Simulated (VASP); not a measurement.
# AlN in VASP: further runs

The runs below take AlN through single point, with LDA.

The COD entry that gives the cell may itself be a prediction, so a difference from it is no test against experiment.

Everything below comes from runs of VASP 6.6.1. Logs are shortened: lines on timing, memory, paths and dates and some standing lists are left out, and cuts for length are marked.

## 1. The cell of the first run

It takes space group Fm-3m (No. 225, cubic). The conventional cell has a = 3.938 Å, b = 3.938 Å, c = 3.938 Å, α = 90.00°, β = 90.00°, γ = 90.00°. Within 2.6 Å of Al (site symmetry m-3m) lie 6 N at 1.97 Å. N (site symmetry m-3m) has 6 Al at 1.97 Å within 2.6 Å.

## 2. Single point, LDA

INCAR reads:

```
SYSTEM = AlN
  ALGO = Normal
  EDIFF = 1E-6
  ENCUT = 520
  ISIF = 2
  ISMEAR = 0
  LASPH = .True.
  LCHARG = .True.
  LELF = .True.
  LREAL = .False.
  LVHAR = .True.
  LWAVE = .False.
  NBANDS = 11
  NELM = 80
  PREC = Accurate
  SIGMA = 0.02
```

KPOINTS reads:

```
k-points
0
Gamma
  8 8 8
  0 0 0
```

POSCAR reads:

```
AlN
1.0
    0.0000000000      1.9690000000      1.9690000000
    1.9690000000      0.0000000000      1.9690000000
    1.9690000000      1.9690000000      0.0000000000
Al N
1 1
Direct
    0.0000000000      0.0000000000      0.0000000000
    0.5000000000      0.5000000000      0.5000000000
```

Potentials or basis: VASP PAW LDA potentials, release 64 (Al, N).

The run is started by

```console
$ cat potpaw_LDA.64/Al/POTCAR potpaw_LDA.64/N/POTCAR > POTCAR
$ mpirun -np 1 vasp_std > vasp.out
```

OUTCAR:

```text
SYSTEM = AlN
   EDIFF = 1E-6
   ENCUT = 520
   ISIF = 2
   ISMEAR = 0
   LASPH = .True.
   LREAL = .False.
   NELM = 80
   PREC = Accurate

 ion  position               nearest neighbor table
   1  0.000  0.000  0.000-   2 1.97   2 1.97   2 1.97   2 1.97   2 1.97   2 1.97
   2  0.500  0.500  0.500-   1 1.97   1 1.97   1 1.97   1 1.97   1 1.97   1 1.97

  LATTYP: Found a face centered cubic cell.
 ALAT       =     3.9380000000

  Lattice vectors:

 A1 = (   0.0000000000,   1.9690000000,   1.9690000000)
 A2 = (   1.9690000000,   0.0000000000,   1.9690000000)
 A3 = (   1.9690000000,   1.9690000000,   0.0000000000)

Analysis of symmetry for initial positions (statically):
=====================================================================
 Subroutine PRICEL returns:
 Original cell was already a primitive cell.

 Routine SETGRP: Setting up the symmetry group for a
 face centered cubic supercell.

 Subroutine GETGRP returns: Found 48 space group operations
 (whereof 48 operations were pure point group operations)
 out of a pool of 48 trial point group operations.

The static configuration has the point symmetry O_h .

Analysis of symmetry for dynamics (positions and initial velocities):
=====================================================================
 Subroutine PRICEL returns:
 Original cell was already a primitive cell.

 Routine SETGRP: Setting up the symmetry group for a
 face centered cubic supercell.

 Subroutine GETGRP returns: Found 48 space group operations
 (whereof 48 operations were pure point group operations)
 out of a pool of 48 trial point group operations.

The dynamic configuration has the point symmetry O_h .

 Subroutine INISYM returns: Found 48 space group operations
 (whereof 48 operations are pure point group operations),
 and found     1 'primitive' translations

----------------------------------------------------------------------------------------

                                     Primitive cell

  volume of cell :      15.2675

  direct lattice vectors                    reciprocal lattice vectors
     0.000000000  1.969000000  1.969000000    -0.253936008  0.253936008  0.253936008
     1.969000000  0.000000000  1.969000000     0.253936008 -0.253936008  0.253936008
     1.969000000  1.969000000  0.000000000     0.253936008  0.253936008 -0.253936008

  length of vectors
     2.784586504  2.784586504  2.784586504     0.439830068  0.439830068  0.439830068

  position of ions in fractional coordinates (direct lattice)
     0.000000000  0.000000000  0.000000000
     0.500000000  0.500000000  0.500000000

  ion indices of the primitive-cell ions
   primitive index   ion index
                 1           1
                 2           2

----------------------------------------------------------------------------------------

 KPOINTS: k-points

Automatic generation of k-mesh.
 Grid dimensions read from file:
 generate k-points for:    8    8    8

 Generating k-lattice:

  Cartesian coordinates                     Fractional coordinates (reciprocal lattice)
    -0.031742001  0.031742001  0.031742001     0.125000000  0.000000000  0.000000000
     0.031742001 -0.031742001  0.031742001     0.000000000  0.125000000  0.000000000
     0.031742001  0.031742001 -0.031742001     0.000000000  0.000000000  0.125000000

  Length of vectors
     0.054978758  0.054978758  0.054978758

  Shift w.r.t. Gamma in fractional coordinates (k-lattice)
     0.000000000  0.000000000  0.000000000

 Subroutine IBZKPT returns following result:
 ===========================================

 Found     29 irreducible k-points:

 Following reciprocal coordinates:
            Coordinates               Weight
  0.000000  0.000000  0.000000      1.000000
  0.125000  0.000000  0.000000      8.000000
  0.250000  0.000000  0.000000      8.000000
  0.375000  0.000000  0.000000      8.000000
  0.500000  0.000000  0.000000      4.000000
  0.125000  0.125000  0.000000      6.000000
[... 16 lines left out ...]
  0.500000  0.250000  0.125000     48.000000
 -0.375000  0.250000  0.125000     24.000000
 [... further k-points ...]
   k-points           NKPTS =     29   k-points in BZ     NKDIM =     29   number of bands    NBANDS=     11
   number of dos      NEDOS =    301   number of ions     NIONS =      2
   total plane-waves  NPLWV =  13824
   dimension x,y,z NGX =    24 NGY =   24 NGZ =   24
   dimension x,y,z NGXF=    48 NGYF=   48 NGZF=   48
   ions per type =               1   1
   NGX,Y,Z   is equivalent  to a cutoff of  14.33, 14.33, 14.33 a.u.
   NGXF,Y,Z  is equivalent  to a cutoff of  28.66, 28.66, 28.66 a.u.
 SYSTEM =  AlN
   PREC   = accura    normal or accurate (medium, high low for compatibility)
   ISTART =      0    job   : 0-new  1-cont  2-samecut
   ICHARG =      2    charge: 1-file 2-atom 10-const
   ISPIN  =      1    spin polarized calculation?
   LNONCOLLINEAR =      F non collinear calculations
   LSORBIT =      F    spin-orbit coupling
   LASPH  =      T    aspherical Exc in radial PAW
   ENCUT  =  520.0 eV  38.22 Ry    6.18 a.u.   5.18  5.18  5.18*2*pi/ulx,y,z
   NELM   =     80;   NELMIN=  2; NELMDL= -5     # of ELM steps
   EDIFF  = 0.1E-05   stopping-criterion for ELM
   LREAL  =      F    real-space projection
   EDIFFG = 0.1E-04   stopping-criterion for IOM
   NSW    =      0    number of steps for IOM
   IBRION =     -1    ionic relax: 0-MD 1-quasi-New 2-CG
   NFREE  =      0    steps in history (QN), initial steepest desc. (CG)
   ISIF   =      2    stress and relaxation
   ISYM   =      2    0-nonsym 1-usesym 2-fastsym
   POTIM  = 0.5000    time-step for ionic-motion
   TEBEG  =    0.0;   TEEND  =   0.0 temperature during run
   PSTRESS=    0.0 pullay stress
   NELECT =       8.0000    total number of electrons
   NUPDOWN=      -1.0000    fix difference up-down
   EMIN   =  10.00;   EMAX   =-10.00  energy-range for DOS
   EFERMI =   0.00;   METHOD = LEGACY
   ISMEAR =     0;   SIGMA  =   0.02  broadening in eV -4-tet -1-fermi 0-gaus
   EFERMI_NEDOS =   21; number of points for ismear=-14 and -15
   IALGO  =     38    algorithm
   IMIX   =      4    mixing-type and parameters
     AMIX     =   0.40;   BMIX     =  1.00
     AMIX_MAG =   1.60;   BMIX_MAG =  1.00
  volume/ion in A,a.u.               =       7.63        51.51
  Fermi-wavevector in a.u.,A,eV,Ry     =   1.319823  2.494104 23.700443  1.741933
  Thomas-Fermi vector in A             =   2.449694
   LORBIT       =      0    0 simple, 1 ext, 2 COOP (PROOUT), +10 PAW based schemes
   GGA     = CA    functional components
   LHFCALC =     F    Hartree Fock is set to
   AEXX    =    0.0000 exact exchange contribution
   IVDW    =     0    specifies the selected vdW correction
   LEPSILON=     F    determine dielectric tensor
   LRPA    =     F    only Hartree local field effects (RPA)
 non-spin polarized calculation
 Gauss-broadening in eV      SIGMA  =   0.02
  energy-cutoff  :      520.00
  volume of cell :       15.27
 maximum number of plane-waves:       428
 NGX is ok and might be reduce to    24
   NGX = 11   NGY = 11   NGZ = 11

 number of electron       8.0000000 magnetization

 Free energy of the ion-electron system (eV)
  ---------------------------------------------------
  ext. energy  EPLUGINS =         0.00000000
  ---------------------------------------------------
  free energy    TOTEN  =       -16.18172099 eV

  energy without entropy =      -16.18172099  energy(sigma->0) =      -16.18172099

 E-fermi :  10.8795     XC(G=0): -12.9491

 val. band max:       10.7763660484   @ k =   0.0000   0.0000   0.0000
 cond. band min:      15.8157311148   @ k =   0.5000   0.5000   0.0000
 fundamental gap:      5.0393650664
 Fermi energy:        10.8794630990

 k-point     1 :       0.0000    0.0000    0.0000
  band No.  band energies     occupation
      1      -7.3760      2.00000
      2      10.7764      2.00000
      3      10.7764      2.00000
      4      10.7764      2.00000
      5      17.7400      0.00000
      6      23.0395      0.00000
      7      23.0395      0.00000
      8      23.0395      0.00000
      9      28.4852      0.00000
     10      28.9891      0.00000
     11      28.9891      0.00000

 k-point     2 :       0.1250    0.0000    0.0000
  band No.  band energies     occupation
      1      -7.0287      2.00000
      2       9.2686      2.00000
      3      10.5615      2.00000
      4      10.5615      2.00000
      5      18.4690      0.00000
      6      21.9418      0.00000
      7      23.5265      0.00000
      8      23.5265      0.00000
      9      27.2199      0.00000
     10      27.2199      0.00000
     11      29.8449      0.00000

 k-point     3 :       0.2500    0.0000    0.0000
  band No.  band energies     occupation
      1      -6.0335      2.00000
      2       6.2702      2.00000
      3      10.0979      2.00000
      4      10.0979      2.00000
      5      18.3544      0.00000
      6      22.5414      0.00000
      7      23.4851      0.00000
      8      23.4851      0.00000
      9      27.4346      0.00000
     10      27.4346      0.00000
     11      28.8492      0.00000

 k-point     4 :       0.3750    0.0000    0.0000
  band No.  band energies     occupation
      1      -4.6152      2.00000
      2       3.3489      2.00000
      3       9.6931      2.00000
      4       9.6931      2.00000
      5      17.6655      0.00000
      6      22.5945      0.00000
      7      22.5945      0.00000
      8      24.2949      0.00000
      9      27.8798      0.00000
     10      30.1213      0.00000
     11      30.1213      0.00000
[... 239 lines left out ...]
 k-point    22 :       0.3750    0.2500    0.1250
  band No.  band energies     occupation
      1      -5.2063      2.00000
      2       5.9045      2.00000
      3       7.9715      2.00000
      4       9.4589      2.00000
      5      19.6464      0.00000
      6      20.3540      0.00000
      7      21.6199      0.00000
      8      25.3415      0.00000
      9      26.4524      0.00000
     10      30.9898      0.00000
     11      33.2239      0.00000

 k-point    23 :       0.5000    0.2500    0.1250
  band No.  band energies     occupation
      1      -3.9192      2.00000
      2       3.9584      2.00000
      3       6.9995      2.00000
      4       8.8785      2.00000
      5      19.5772      0.00000
      6      20.4602      0.00000
      7      22.1948      0.00000
      8      24.7364      0.00000
      9      28.4028      0.00000
     10      31.6568      0.00000
     11      33.5890      0.00000

 k-point    24 :      -0.3750    0.2500    0.1250
  band No.  band energies     occupation
      1      -3.1459      2.00000
      2       2.8309      2.00000
      3       6.7741      2.00000
      4       8.5948      2.00000
      5      19.6974      0.00000
      6      19.8441      0.00000
      7      23.7557      0.00000
      8      24.1907      0.00000
      9      29.6334      0.00000
     10      30.6726      0.00000
     11      34.0070      0.00000

 [... further k-points ...]

------------------------ aborting loop because EDIFF is reached ----------------------------------------

  FORCE on cell =-STRESS in cart. coord.  units (eV):
  Direction    XX          YY          ZZ          XY          YZ          ZX
  --------------------------------------------------------------------------------------
  -------------------------------------------------------------------------------------
  Total        1.7004263      1.7004263      1.7004263      0.0000000      0.0000000      0.0000000
  in kB      178.4437112    178.4437112    178.4437112      0.0000000      0.0000000      0.0000000
  external PRESSURE =     178.4437112 kB  Pullay stress =       0.0000000 kB

 VOLUME and BASIS-vectors are now :
 -----------------------------------------------------------------------------
  energy-cutoff  :      520.00
  volume of cell :       15.27
      direct lattice vectors                 reciprocal lattice vectors
     0.000000000  1.969000000  1.969000000    -0.253936008  0.253936008  0.253936008
     1.969000000  0.000000000  1.969000000     0.253936008 -0.253936008  0.253936008
     1.969000000  1.969000000  0.000000000     0.253936008  0.253936008 -0.253936008

 POSITION                                       TOTAL-FORCE (eV/Angst)
 -----------------------------------------------------------------------------------
      0.00000      0.00000      0.00000         0.000000     -0.000000      0.000000
      1.96900      1.96900      1.96900        -0.000000      0.000000      0.000000
 -----------------------------------------------------------------------------------
    total drift:                               -0.000000     -0.000000      0.000000

  FREE ENERGIE OF THE ION-ELECTRON SYSTEM (eV)
  ---------------------------------------------------
  free  energy   TOTEN  =       -16.1817209858 eV

  energy  without entropy=      -16.1817209858  energy(sigma->0) =      -16.18172099
```

It took 3.7 s on 1 thread of Intel Xeon Platinum 8259CL at 2.50GHz (Skylake/Cascade Lake), shared host; peak memory 0.12 GiB.

What came out:

```
Free energy            : -16.1817 eV
Pressure               : 17.8 GPa
Band gap on the k mesh : 5.04 eV, indirect (least direct gap 6.96 eV)
```

Levels at points of the mesh, in eV from the valence-band top:
```tsv
k point	band 1	band 2	band 3	band 4	band 5	band 6	band 7	band 8
(0.00, 0.00, 0.00)	-18.15	0.00	0.00	0.00	6.96	12.26	12.26	12.26
(0.50, 0.00, 0.00)	-14.49	-8.87	-1.24	-1.24	6.64	11.45	11.45	14.31
(0.50, 0.50, 0.00)	-13.36	-7.96	-3.03	-3.03	5.04	5.25	14.88	18.26
```

A k mesh can miss the band edges. LDA gaps usually lie below the measured ones, often by a third to a half.

## 3. Single point, LDA

This run uses another cell than the first one, of 7.33 Å³/atom, 0.960 times its volume.

INCAR reads:

```
SYSTEM = AlN
PREC     = Accurate       ! precision mode
ENCUT    = 520            ! plane-wave cutoff, eV
EDIFF    = 1E-6           ! SCF threshold, eV
ISMEAR   = 0              ! smearing method
SIGMA    = 0.02           ! smearing width, eV
LREAL    = .False.        ! projectors in reciprocal space
LASPH    = .True.         ! aspherical terms in the spheres
NELM     = 80             ! most SCF steps
ALGO     = Normal         ! electronic algorithm
ISIF     = 2              ! what is computed and relaxed
LWAVE    = .False.        ! write WAVECAR
LCHARG   = .True.         ! write CHGCAR
LELF     = .True.         ! ELF
LVHAR    = .True.       
NBANDS   = 11             ! bands
```

KPOINTS reads:

```
regular mesh
0
Gamma
  8 8 8
  0 0 0
```

POSCAR reads:

```
AlN
1.0
    0.0000000000      1.9296200000      1.9690000000
    1.9296200000      0.0000000000      1.9690000000
    1.9296200000      1.9296200000      0.0000000000
Al N
1 1
Direct
    0.0000000000      0.0000000000      0.0000000000
    0.5000000000      0.5000000000      0.5000000000
```

Potentials or basis: VASP PAW LDA potentials, release 64 (Al, N).

The run is started by

```console
$ cat potpaw_LDA.64/Al/POTCAR potpaw_LDA.64/N/POTCAR > POTCAR
$ mpirun -np 1 vasp_std > vasp.out
```

It took 5.6 s on 1 thread of Intel Xeon Platinum 8259CL at 2.50GHz (Skylake/Cascade Lake), shared host; peak memory 0.12 GiB.

It converged, with:

* Free energy: -16.0798 eV
* Pressure: 33.2 GPa
* Band gap on the k mesh: 4.79 eV, indirect (least direct gap 7.51 eV)

Stress tensor (GPa, compression positive):
```
36.67  0.00  0.00
 0.00 36.67  0.00
 0.00  0.00 26.28
```

Levels at points of the mesh, in eV from the valence-band top:
| k point | band 1 | band 2 | band 3 | band 4 | band 5 | band 6 | band 7 | band 8 | band 9 |
| --- | --- | --- | --- | --- | --- | --- | --- | --- | --- |
| (0.00, 0.00, 0.00) | -18.64 | -0.13 | -0.13 | 0.00 | 7.51 | 12.10 | 12.40 | 12.40 | 17.86 |
| (0.50, 0.00, 0.00) | -14.80 | -9.24 | -1.47 | -1.36 | 6.80 | 11.49 | 11.97 | 14.81 | 17.20 |
| (0.50, 0.50, 0.00) | -13.74 | -8.42 | -3.11 | -3.11 | 5.00 | 5.74 | 15.14 | 19.00 | 19.00 |
| (0.50, 0.00, 0.50) | -13.55 | -8.30 | -3.41 | -3.15 | 4.79 | 5.51 | 15.39 | 18.41 | 19.15 |

## 4. Single point, LDA

This run uses another cell than the first one, of 7.43 Å³/atom, 0.974 times its volume.

INCAR reads:

```
SYSTEM = AlN
ALGO = Normal ; EDIFF = 1E-6
ENCUT = 520 ; ISIF = 2
ISMEAR = 0 ; LASPH = .TRUE.
LCHARG = .TRUE. ; LELF = .TRUE.
LREAL = .FALSE. ; LVHAR = .TRUE.
LWAVE = .FALSE. ; NBANDS = 11
NELM = 80 ; PREC = Accurate
SIGMA = 0.02
```

KPOINTS reads:

```
k-points
0
G
  8 8 8
  0 0 0
```

POSCAR reads:

```
AlN
1.0
    0.0000000000      1.9427466667      1.9690000000
    1.9427466667      0.0000000000      1.9690000000
    1.9427466667      1.9427466667      0.0000000000
Al N
1 1
Direct
    0.0000000000      0.0000000000      0.0000000000
    0.5000000000      0.5000000000      0.5000000000
```

The run is started by

```console
$ cat potpaw_LDA.64/Al/POTCAR potpaw_LDA.64/N/POTCAR > POTCAR
$ mpirun -np 1 vasp_std > vasp.out
```

It took 6.5 s on 1 thread of Intel Xeon Platinum 8259CL at 2.50GHz (Skylake/Cascade Lake), shared host; peak memory 0.12 GiB.

It converged, with:

```yaml
Free_energy: -16.1215 eV
Pressure: 27.7 GPa
Band_gap_on_the_k_mesh: 4.88 eV, indirect (least direct gap 7.32 eV)
```

Stress tensor (GPa, compression positive):
```
29.91  0.00  0.00
 0.00 29.91  0.00
 0.00  0.00 23.40
```

Levels at points of the mesh, in eV from the valence-band top:
```tsv
k point	band 1	band 2	band 3	band 4	band 5	band 6	band 7	band 8	band 9
(0.00, 0.00, 0.00)	-18.48	-0.09	-0.09	0.00	7.32	12.16	12.35	12.35	17.81
(0.50, 0.00, 0.00)	-14.70	-9.12	-1.39	-1.32	6.75	11.47	11.79	14.65	17.05
(0.50, 0.50, 0.00)	-13.61	-8.27	-3.08	-3.08	5.01	5.57	15.05	18.75	18.75
(0.50, 0.00, 0.50)	-13.49	-8.19	-3.28	-3.11	4.88	5.42	15.22	18.36	18.84
```

## 5. The runs side by side

| cell | gap on the mesh (eV) | pressure (GPa) |
| --- | --- | --- |
| a = 2.785 Å, angles 60.0°, 2 atoms | 5.04 | 17.8 |
| a = 2.757, b = 2.757, c = 2.729 Å, angles 60.3, 60.3, 59.3°, 2 atoms | 4.79 | 33.2 |
| a = 2.766, b = 2.766, c = 2.747 Å, angles 60.2, 60.2, 59.6°, 2 atoms | 4.88 | 27.7 |

Alike in all rows: task single point; level LDA; potentials or basis VASP PAW LDA potentials, release 64 (Al, N); no spin polarisation; k mesh 8 × 8 × 8; cutoff (eV) 520; smearing gaussian 0.02 eV.

Total energies depend on the potentials used, so only differences within one code and one set of settings carry meaning.
